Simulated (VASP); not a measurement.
A run of VASP 6.6.1:

Contents of INCAR:

```
PREC     = Accurate       # precision mode
ENCUT    = 600            # plane-wave cutoff, eV
EDIFF    = 1E-6           # SCF threshold, eV
ISMEAR   = 0              # smearing method
SIGMA    = 0.05           # smearing width, eV
LREAL    = False          # projectors in reciprocal space
LASPH    = True           # aspherical terms in the spheres
NELM     = 120            # most SCF steps
ALGO     = Normal         # electronic algorithm
ISIF     = 2              # what is computed and relaxed
LWAVE    = False          # write WAVECAR
LCHARG   = True           # write CHGCAR
GGA      = B5             # functional
ALDAX    = 1.0          
AGGAX    = 1.0          
AGGAC    = 1.0          
ALDAC    = 0.0          
IVDW     = 12             # dispersion correction
VDW_S6   = 1.0          
VDW_S8   = 2.6996       
VDW_A1   = 0.4298       
VDW_A2   = 4.2359       
LELF     = True           # ELF
LVHAR    = True         
NBANDS   = 11             # bands
GGA_COMPAT= False
```

KPOINTS

```
Automatic mesh
0
Gamma
  8 8 8
```

The input POSCAR:

```
BeS
1.0
    0.0000000000      2.3994094968      2.3994094968
    2.3994094968      0.0000000000      2.3994094968
    2.3994094968      2.3994094968      0.0000000000
Be S
1 1
Direct
    0.0000000000      0.0000000000      0.0000000000
    0.7500000000      0.7500000000      0.7500000000
```

Potentials or basis: VASP PAW PBE potentials, release 64 (Be, S).

Run with:

```sh
$ cat potpaw_PBE.64/Be/POTCAR potpaw_PBE.64/S/POTCAR > POTCAR
$ mpirun -np 1 vasp_std > vasp.out
```

Hardware: 1 thread of AMD EPYC 7R13 Processor (Zen 3) (shared host).

Question: Estimate the wall time of this run.

Answer: It took 14 s on 1 thread of AMD EPYC 7R13 Processor (Zen 3), on a shared host, peak memory 0.13 GiB. Counts: scf iterations 12, k points 29.
